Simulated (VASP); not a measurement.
# K3Ta4SnO12 in VASP: further runs

The runs below take K3Ta4SnO12 through single point, with r2SCAN.

Everything below comes from runs of VASP 6.6.1. Logs are shortened: lines on timing, memory, paths and dates and some standing lists are left out, and cuts for length are marked.

**1. The cell of the first run**

The cell holds a repeated cell, 40 atoms: a = 7.971 Å, b = 7.971 Å, c = 7.971 Å, α = 90.00°, β = 90.00°, γ = 90.00°.

**2. Single point, r2SCAN**

File POSCAR:

```
K3Ta4SnO12
1.0
    7.9708780000      0.0000000000      0.0000000000
    0.0000000000      7.9708780000      0.0000000000
    0.0000000000      0.0000000000      7.9708780000
K Sn Ta O
6 2 8 24
Direct
    0.0005040000      0.9967870000      0.0004730000
    0.0004570000      0.5008920000      0.0003970000
    0.0000380000      0.4929670000      0.4996250000
    0.5004840000      0.0008160000      0.0003590000
    0.5000300000      0.9930660000      0.4997590000
    0.5005340000      0.4968560000      0.0006300000
    0.0018950000      0.9464020000      0.4995090000
    0.5019430000      0.4464120000      0.5004090000
    0.2464300000      0.2466060000      0.2469760000
    0.2464140000      0.2448550000      0.7519430000
    0.2533720000      0.7458410000      0.2474210000
    0.2544190000      0.7451910000      0.7534750000
    0.7533510000      0.2459020000      0.2475250000
    0.7544210000      0.2450670000      0.7535900000
    0.7464910000      0.7466340000      0.2468660000
    0.7463760000      0.7448230000      0.7519480000
    0.2522120000      0.2524960000      0.9996420000
    0.2603580000      0.2608990000      0.5002430000
    0.2491990000      0.7513820000      0.9993850000
    0.2387470000      0.7641930000      0.4991330000
    0.7491810000      0.2512630000      0.9993880000
    0.7387190000      0.2641270000      0.4992590000
    0.7521780000      0.7524260000      0.9996970000
    0.7604220000      0.7608900000      0.5002230000
    0.9992660000      0.2510760000      0.2502900000
    0.9996730000      0.2519860000      0.7514950000
    0.9997290000      0.7638160000      0.2565960000
    0.9993120000      0.7653980000      0.7422830000
    0.4997140000      0.2637360000      0.2566890000
    0.4993440000      0.2654990000      0.7423340000
    0.4992780000      0.7511270000      0.2502940000
    0.4996240000      0.7519370000      0.7514470000
    0.2516130000      0.0035140000      0.2482370000
    0.2522110000      0.0026250000      0.7494320000
    0.2439490000      0.5029730000      0.2489220000
    0.2441910000      0.5033880000      0.7469480000
    0.7440170000      0.0029440000      0.2489730000
    0.7441380000      0.0033260000      0.7469590000
    0.7516290000      0.5034970000      0.2482590000
    0.7521030000      0.5025380000      0.7494210000
```

File INCAR.step1:

```
PREC = Accurate
ENCUT = 580
ISMEAR = -1
SIGMA = 0.05
LREAL = Auto
LASPH = True
NELM = 120
ISYM = -1
NBANDS = 183
GGA = PE
ALGO = Normal
EDIFF = 1E-5
LWAVE = True
LCHARG = False
GGA_COMPAT = False
```

File INCAR.step2:

```
PREC = Accurate
ENCUT = 580
EDIFF = 1E-6
ISMEAR = -1
SIGMA = 0.05
LREAL = Auto
LASPH = True
NELM = 120
ALGO = Normal
ISIF = 2
LWAVE = False
LCHARG = False
METAGGA = R2SCAN
LMIXTAU = True
ISYM = -1
NBANDS = 183
ISTART = 1
GGA_COMPAT = False
```

File KPOINTS:

```
explicit points
1
Reciprocal
  0.25000000   0.25000000   0.25000000 1
```

Potentials or basis: VASP PAW PBE potentials, release 64 (K_sv, Sn_d, Ta_pv, O).

Launch:

```sh
cat potpaw_PBE.64/K_sv/POTCAR potpaw_PBE.64/Sn_d/POTCAR potpaw_PBE.64/Ta_pv/POTCAR potpaw_PBE.64/O/POTCAR > POTCAR
cp INCAR.step1 INCAR
mpirun -np 1 vasp_std > vasp.out
cp INCAR.step2 INCAR
mpirun -np 1 vasp_std > vasp.out
```

OUTCAR:

```text
PREC = Accurate
   ENCUT = 580
   EDIFF = 1E-6
   ISMEAR = -1
   LREAL = Auto
   LASPH = True
   NELM = 120
   ISIF = 2
   METAGGA = R2SCAN
   ISYM = -1
   ISTART = 1

 ion  position               nearest neighbor table
   1  0.001  0.997  0.000-  27 2.76  28 2.76  23 2.78  19 2.78  33 2.81  34 2.83  25 2.84  26 2.84
                            37 2.85  21 2.85  17 2.86  38 2.87  14 3.41   9 3.42  10 3.42  13 3.42
   2  0.000  0.501  0.000-  35 2.77  39 2.80  36 2.80  26 2.81  19 2.81  40 2.81  25 2.82  23 2.82
                            17 2.82  21 2.82  11 3.43  12 3.43  15 3.43  16 3.44   9 3.44  14 3.45
   3  0.000  0.493  0.500-  22 2.77  25 2.77  36 2.77  26 2.78  18 2.78  35 2.79  40 2.81  39 2.82
                            24 2.87  20 2.88   9 3.43  13 3.43  10 3.44  14 3.44  16 3.49  11 3.49
   4  0.500  0.001  0.000-  37 2.77  33 2.80  38 2.80  32 2.81  21 2.81  34 2.81  31 2.82  17 2.82
                            23 2.82  19 2.82  14 3.43  13 3.43   9 3.44  10 3.44  15 3.44  12 3.45
   5  0.500  0.993  0.500-  20 2.77  31 2.77  38 2.77  32 2.78  24 2.78  37 2.79  34 2.81  33 2.82
                            18 2.86  22 2.88  15 3.43  11 3.43  16 3.44  12 3.44  10 3.49  13 3.49
   6  0.501  0.497  0.001-  29 2.76  30 2.76  17 2.78  21 2.79  39 2.81  40 2.83  31 2.84  32 2.84
                            35 2.85  19 2.85  23 2.86  36 2.88  12 3.41  15 3.41  16 3.42  11 3.42
   7  0.002  0.946  0.500-  20 2.38  28 2.41  27 2.42  24 2.43  34 2.85  33 2.86  11 3.26  12 3.27
                            15 3.28  16 3.28   3 3.61  10 3.68
   8  0.502  0.446  0.500-  22 2.38  30 2.41  29 2.43  18 2.43  40 2.85  13 3.26  14 3.27  10 3.28
                             9 3.28   5 3.61  16 3.67
   9  0.246  0.247  0.247-  33 1.94  25 1.97  17 1.97  29 2.02  18 2.03  35 2.04   8 3.28   1 3.42
                             3 3.43   4 3.44   2 3.44   6 3.45   5 3.50
  10  0.246  0.245  0.752-  34 1.93  26 1.97  17 1.98  18 2.01  30 2.02  36 2.06   8 3.28   1 3.42
                             4 3.44   3 3.44   2 3.45   6 3.47   5 3.49   7 3.68
  11  0.253  0.746  0.247-  35 1.94  31 1.96  19 1.98  20 2.02  27 2.03  33 2.05   7 3.26   6 3.42
                             2 3.43   5 3.43   4 3.45   1 3.46   3 3.49
  12  0.254  0.745  0.753-  36 1.93  32 1.96  19 1.96  20 2.04  28 2.04  34 2.05   7 3.27   6 3.41
                             2 3.43   5 3.44   4 3.45   1 3.46   3 3.50
  13  0.753  0.246  0.248-  37 1.94  25 1.96  21 1.98  22 2.02  29 2.03  39 2.05   8 3.26   1 3.42
                             4 3.43   3 3.43   2 3.45   6 3.45   5 3.49
  14  0.754  0.245  0.754-  38 1.93  26 1.96  21 1.96  22 2.04  30 2.04  40 2.05   8 3.27   1 3.41
                             4 3.43   3 3.44   2 3.45   6 3.46   5 3.50
  15  0.746  0.747  0.247-  39 1.94  31 1.97  23 1.97  27 2.02  24 2.03  37 2.04   7 3.28   6 3.41
                             5 3.43   2 3.43   4 3.44   1 3.45   3 3.50
  16  0.746  0.745  0.752-  40 1.93  32 1.97  23 1.98  24 2.01  28 2.02  38 2.06   7 3.28   6 3.42
                             2 3.44   5 3.44   4 3.45   1 3.47   3 3.49   8 3.67
  17  0.252  0.252  1.000-   9 1.97  10 1.98   6 2.78   4 2.82   2 2.82   1 2.86
  18  0.260  0.261  0.500-  10 2.01   9 2.03   8 2.43   3 2.78   5 2.86
  19  0.249  0.751  0.999-  12 1.96  11 1.98   1 2.78   2 2.81   4 2.82   6 2.85
  20  0.239  0.764  0.499-  11 2.02  12 2.04   7 2.38   5 2.77   3 2.88
  21  0.749  0.251  0.999-  14 1.96  13 1.98   6 2.79   4 2.81   2 2.82   1 2.85
  22  0.739  0.264  0.499-  13 2.02  14 2.04   8 2.38   3 2.77   5 2.88
  23  0.752  0.752  1.000-  15 1.97  16 1.98   1 2.78   2 2.82   4 2.82   6 2.86
  24  0.760  0.761  0.500-  16 2.01  15 2.03   7 2.43   5 2.78   3 2.87
  25  0.999  0.251  0.250-  13 1.96   9 1.97   3 2.77   2 2.82   1 2.84
  26  1.000  0.252  0.751-  14 1.96  10 1.97   3 2.78   2 2.81   1 2.84
  27  1.000  0.764  0.257-  15 2.02  11 2.03   7 2.42   1 2.76
  28  0.999  0.765  0.742-  16 2.02  12 2.04   7 2.41   1 2.76
  29  0.500  0.264  0.257-   9 2.02  13 2.03   8 2.43   6 2.76
  30  0.499  0.265  0.742-  10 2.02  14 2.04   8 2.41   6 2.76
  31  0.499  0.751  0.250-  11 1.96  15 1.97   5 2.77   4 2.82   6 2.84
  32  0.500  0.752  0.751-  12 1.96  16 1.97   5 2.78   4 2.81   6 2.84
  33  0.252  0.004  0.248-   9 1.94  11 2.05   4 2.80   1 2.81   5 2.82   7 2.86
  34  0.252  0.003  0.749-  10 1.93  12 2.05   5 2.81   4 2.81   1 2.83   7 2.85
  35  0.244  0.503  0.249-  11 1.94   9 2.04   2 2.77   3 2.79   6 2.85
  36  0.244  0.503  0.747-  12 1.93  10 2.06   3 2.77   2 2.80   6 2.88
  37  0.744  0.003  0.249-  13 1.94  15 2.04   4 2.77   5 2.79   1 2.85
  38  0.744  0.003  0.747-  14 1.93  16 2.06   5 2.77   4 2.80   1 2.87
  39  0.752  0.503  0.248-  15 1.94  13 2.05   2 2.80   6 2.81   3 2.82
  40  0.752  0.503  0.749-  16 1.93  14 2.05   3 2.81   2 2.81   6 2.83   8 2.85

IMPORTANT INFORMATION: All symmetrisations will be switched off!
[... 57 lines left out ...]
   NGXF,Y,Z  is equivalent  to a cutoff of  26.70, 26.70, 26.70 a.u.
 SYSTEM =  unknown system
   PREC   = accura    normal or accurate (medium, high low for compatibility)
   ISTART =      1    job   : 0-new  1-cont  2-samecut
   ICHARG =      0    charge: 1-file 2-atom 10-const
   ISPIN  =      1    spin polarized calculation?
   LNONCOLLINEAR =      F non collinear calculations
   LSORBIT =      F    spin-orbit coupling
   LASPH  =      T    aspherical Exc in radial PAW
   ENCUT  =  580.0 eV  42.63 Ry    6.53 a.u.  15.65 15.65 15.65*2*pi/ulx,y,z
   NELM   =    120;   NELMIN=  2; NELMDL=  0     # of ELM steps
   EDIFF  = 0.1E-05   stopping-criterion for ELM
   LREAL  =      T    real-space projection
   EDIFFG = 0.1E-04   stopping-criterion for IOM
   NSW    =      0    number of steps for IOM
   IBRION =     -1    ionic relax: 0-MD 1-quasi-New 2-CG
   NFREE  =      0    steps in history (QN), initial steepest desc. (CG)
   ISIF   =      2    stress and relaxation
   ISYM   =     -1    0-nonsym 1-usesym 2-fastsym
   POTIM  = 0.5000    time-step for ionic-motion
   TEBEG  =    0.0;   TEEND  =   0.0 temperature during run
   PSTRESS=    0.0 pullay stress
   NELECT =     314.0000    total number of electrons
   NUPDOWN=      -1.0000    fix difference up-down
   EMIN   =  10.00;   EMAX   =-10.00  energy-range for DOS
   EFERMI =   0.00;   METHOD = LEGACY
   ISMEAR =    -1;   SIGMA  =   0.05  broadening in eV -4-tet -1-fermi 0-gaus
   EFERMI_NEDOS =   21; number of points for ismear=-14 and -15
   IALGO  =     38    algorithm
   IMIX   =      4    mixing-type and parameters
     AMIX     =   0.40;   BMIX     =  1.00
     AMIX_MAG =   1.60;   BMIX_MAG =  1.00
  volume/ion in A,a.u.               =      12.66        85.44
  Fermi-wavevector in a.u.,A,eV,Ry     =   1.395978  2.638016 26.514413  1.948754
  Thomas-Fermi vector in A             =   2.519377
   LORBIT       =      0    0 simple, 1 ext, 2 COOP (PROOUT), +10 PAW based schemes
   METAGGA = R2SCAN    functional components
   LHFCALC =     F    Hartree Fock is set to
   AEXX    =    0.0000 exact exchange contribution
   IVDW    =     0    specifies the selected vdW correction
   LEPSILON=     F    determine dielectric tensor
   LRPA    =     F    only Hartree local field effects (RPA)
 non-spin polarized calculation
  energy-cutoff  :      580.00
  volume of cell :      506.43
 maximum number of plane-waves:     16056
 NGX is ok and might be reduce to    64
   NGX = 31   NGY = 31   NGZ = 31

 number of electron     313.9999988 magnetization

 Free energy of the ion-electron system (eV)
  ---------------------------------------------------
  ext. energy  EPLUGINS =         0.00000000
  ---------------------------------------------------
  free energy    TOTEN  =      -726.75983672 eV

  energy without entropy =     -726.59109763  energy(sigma->0) =     -726.67546718

 E-fermi :   5.8268     XC(G=0): -11.7373

 val. band max:        5.7892053006   @ k =   0.2500   0.2500   0.2500
 cond. band min:       5.9022700528   @ k =   0.2500   0.2500   0.2500
 fundamental gap:      0.1130647522
 Fermi energy:         5.8267768518

 k-point     1 :       0.2500    0.2500    0.2500
  band No.  band energies     occupation
      1     -32.7540      2.00000
      2     -32.7511      2.00000
      3     -32.7367      2.00000
      4     -32.7332      2.00000
      5     -32.7071      2.00000
      6     -32.7061      2.00000
[... 161 lines left out ...]
    168       7.5370      0.00000
    169       7.5951      0.00000
 [bands above 169 left out]

------------------------ aborting loop because EDIFF is reached ----------------------------------------

  FORCE on cell =-STRESS in cart. coord.  units (eV):
  Direction    XX          YY          ZZ          XY          YZ          ZX
  --------------------------------------------------------------------------------------
  -------------------------------------------------------------------------------------
  Total       16.4288233     12.6873804     16.2919940     -2.2468441     -1.2534688     -1.8355026
  in kB       51.9754854     40.1387697     51.5426017     -7.1082883     -3.9655700     -5.8069368
  external PRESSURE =      47.8856189 kB  Pullay stress =       0.0000000 kB

 VOLUME and BASIS-vectors are now :
 -----------------------------------------------------------------------------
  energy-cutoff  :      580.00
  volume of cell :      506.43
      direct lattice vectors                 reciprocal lattice vectors
     7.970878000  0.000000000  0.000000000     0.125456694  0.000000000  0.000000000
     0.000000000  7.970878000  0.000000000     0.000000000  0.125456694  0.000000000
     0.000000000  0.000000000  7.970878000     0.000000000  0.000000000  0.125456694

 POSITION                                       TOTAL-FORCE (eV/Angst)
 -----------------------------------------------------------------------------------
      0.00402      7.94527      0.00377        -0.009915      0.024531     -0.015238
      0.00364      3.99255      0.00316        -0.011421      0.013804     -0.013229
      0.00030      3.92938      3.98245        -0.009288      0.028842     -0.000385
      3.98930      0.00650      0.00286        -0.013773      0.018111     -0.008225
      3.98568      7.91561      3.98352        -0.007237      0.023851     -0.009546
      3.98970      3.96038      0.00502        -0.012976      0.020844     -0.014280
[... 32 lines left out ...]
      5.99114      4.01331      1.97884         0.044430     -0.056540      0.029778
      5.99492      4.00567      5.97354         0.035768     -0.008220      0.021382
 -----------------------------------------------------------------------------------
    total drift:                                0.006022      0.020990     -0.002247

  FREE ENERGIE OF THE ION-ELECTRON SYSTEM (eV)
  ---------------------------------------------------
  free  energy   TOTEN  =      -726.7598367216 eV

  energy  without entropy=     -726.5910976284  energy(sigma->0) =     -726.67546718
```

It took 7 min on 1 thread of Intel Xeon 6975P-C (Granite Rapids), shared host; peak memory 0.7 GiB.

What came out:

* Free energy: -726.7598 eV
* Pressure: 4.8 GPa
* Largest force: 0.204 eV/Å

Forces in eV/Å, atoms in the order of the input:
```
K   -0.010  0.025 -0.015
K   -0.011  0.014 -0.013
K   -0.009  0.029  0.000
K   -0.014  0.018 -0.008
K   -0.007  0.024 -0.010
K   -0.013  0.021 -0.014
Sn   0.009 -0.082  0.036
Sn   0.015 -0.079  0.007
Ta  -0.135 -0.018 -0.130
Ta  -0.079  0.040  0.102
Ta   0.107  0.006 -0.104
Ta  -0.004  0.003  0.037
Ta   0.075  0.011 -0.106
Ta   0.029  0.005  0.033
Ta  -0.172 -0.030 -0.105
Ta  -0.046  0.042  0.081
O   -0.004 -0.008  0.017
O    0.099  0.040 -0.037
O   -0.035 -0.003  0.003
O   -0.133  0.058  0.042
O   -0.035 -0.001  0.016
O   -0.130  0.058  0.033
O   -0.004 -0.006  0.000
O    0.098  0.039 -0.039
O    0.054  0.004 -0.037
O   -0.022 -0.016 -0.020
O    0.000  0.032  0.095
O    0.018  0.009 -0.090
O   -0.001  0.031  0.092
O    0.016  0.010 -0.095
O    0.056  0.003 -0.040
O   -0.013 -0.014 -0.020
O    0.038 -0.058  0.033
O    0.038 -0.015  0.021
O    0.033 -0.019  0.037
O    0.039 -0.045  0.053
O    0.037 -0.015  0.037
O    0.034 -0.047  0.058
O    0.044 -0.057  0.030
O    0.036 -0.008  0.021
```

Stress tensor (GPa, compression positive):
```
 5.20 -0.71 -0.58
-0.71  4.01 -0.40
-0.58 -0.40  5.15
```

Caveat: the PAW data sets were made with another functional, which shifts forces and pressure a little; spin-orbit coupling is left out, which moves the levels of the heavy elements.

**3. Single point, r2SCAN**

File POSCAR:

```
K3Ta4SnO12
1.0
    7.9708780000      0.0000000000      0.0000000000
    0.0000000000      7.9708780000      0.0000000000
    0.0000000000      0.0000000000      7.9708780000
K Sn Ta O
6 2 8 24
Direct
    0.0005040000      0.9967870000      0.0004740000
    0.0004570000      0.5008920000      0.0003970000
    0.0000380000      0.4929660000      0.4996260000
    0.5004840000      0.0008150000      0.0003590000
    0.5000300000      0.9930660000      0.4997590000
    0.5005340000      0.4968560000      0.0006290000
    0.0018960000      0.9464020000      0.4995090000
    0.5019440000      0.4464110000      0.5004090000
    0.2464300000      0.2466060000      0.2469760000
    0.2464140000      0.2448550000      0.7519430000
    0.2533720000      0.7458410000      0.2474210000
    0.2544190000      0.7451910000      0.7534750000
    0.7533510000      0.2459020000      0.2475240000
    0.7544220000      0.2450670000      0.7535900000
    0.7464910000      0.7466340000      0.2468650000
    0.7463760000      0.7448230000      0.7519480000
    0.2522120000      0.2524960000      0.9996420000
    0.2603580000      0.2608990000      0.5002430000
    0.2491990000      0.7513820000      0.9993850000
    0.2387460000      0.7641930000      0.4991330000
    0.7491810000      0.2512630000      0.9993880000
    0.7387190000      0.2641270000      0.4992600000
    0.7521780000      0.7524260000      0.9996970000
    0.7604220000      0.7608900000      0.5002230000
    0.9992660000      0.2510770000      0.2502900000
    0.9996730000      0.2519860000      0.7514950000
    0.9997290000      0.7638160000      0.2565960000
    0.9993120000      0.7653980000      0.7422830000
    0.4997140000      0.2637360000      0.2566890000
    0.4993440000      0.2654990000      0.7423340000
    0.4992780000      0.7511270000      0.2502940000
    0.4996240000      0.7519380000      0.7514470000
    0.2516130000      0.0035140000      0.2482370000
    0.2522100000      0.0026250000      0.7494320000
    0.2439490000      0.5029730000      0.2489230000
    0.2441910000      0.5033880000      0.7469480000
    0.7440160000      0.0029450000      0.2489730000
    0.7441380000      0.0033260000      0.7469590000
    0.7516290000      0.5034970000      0.2482590000
    0.7521030000      0.5025380000      0.7494210000
```

INCAR.step1 is that of step 2.

INCAR.step2 is that of step 2.

KPOINTS is that of step 2.

Potentials or basis: VASP PAW PBE potentials, release 64 (K_sv, Sn_d, Ta_pv, O).

Launch:

```sh
cat potpaw_PBE.64/K_sv/POTCAR potpaw_PBE.64/Sn_d/POTCAR potpaw_PBE.64/Ta_pv/POTCAR potpaw_PBE.64/O/POTCAR > POTCAR
cp INCAR.step1 INCAR
mpirun -np 1 vasp_std > vasp.out
cp INCAR.step2 INCAR
mpirun -np 1 vasp_std > vasp.out
```

Wall time 6.6 min (1 thread of Intel Xeon 6975P-C (Granite Rapids), shared host); peak memory 0.7 GiB.

It converged, with:

* Free energy: -726.7598 eV
* Pressure: 4.8 GPa
* Largest force: 0.204 eV/Å

Forces in eV/Å, atoms in the order of the input:
```
K   -0.010  0.025 -0.015
K   -0.011  0.014 -0.013
K   -0.009  0.029  0.000
K   -0.014  0.018 -0.008
K   -0.007  0.024 -0.010
K   -0.013  0.021 -0.014
Sn   0.009 -0.083  0.037
Sn   0.014 -0.079  0.007
Ta  -0.135 -0.018 -0.130
Ta  -0.079  0.040  0.102
Ta   0.107  0.006 -0.104
Ta  -0.004  0.003  0.037
Ta   0.075  0.011 -0.106
Ta   0.029  0.005  0.033
Ta  -0.172 -0.030 -0.105
Ta  -0.046  0.043  0.080
O   -0.004 -0.008  0.017
O    0.099  0.040 -0.037
O   -0.035 -0.003  0.003
O   -0.133  0.058  0.042
O   -0.035 -0.001  0.016
O   -0.130  0.058  0.033
O   -0.004 -0.006  0.000
O    0.098  0.039 -0.039
O    0.054  0.004 -0.037
O   -0.022 -0.016 -0.020
O    0.000  0.032  0.095
O    0.018  0.009 -0.090
O   -0.001  0.031  0.092
O    0.016  0.010 -0.095
O    0.056  0.003 -0.040
O   -0.013 -0.014 -0.020
O    0.038 -0.058  0.033
O    0.038 -0.015  0.021
O    0.033 -0.019  0.037
O    0.039 -0.045  0.053
O    0.037 -0.015  0.037
O    0.034 -0.047  0.058
O    0.044 -0.056  0.030
O    0.036 -0.008  0.021
```

Stress tensor (GPa, compression positive):
```
 5.20 -0.71 -0.58
-0.71  4.01 -0.40
-0.58 -0.40  5.15
```

Levels at points of the mesh, in eV from the Fermi level:
| k point | band 154 | band 155 | band 156 | band 157 | band 158 | band 159 | band 160 | band 161 |
| --- | --- | --- | --- | --- | --- | --- | --- | --- |
| (0.25, 0.25, 0.25) | -3.91 | -3.58 | -3.13 | -0.04 | 0.08 | 0.14 | 0.15 | 0.19 |

Caveat: the PAW data sets were made with another functional, which shifts forces and pressure a little; spin-orbit coupling is left out, which moves the levels of the heavy elements.
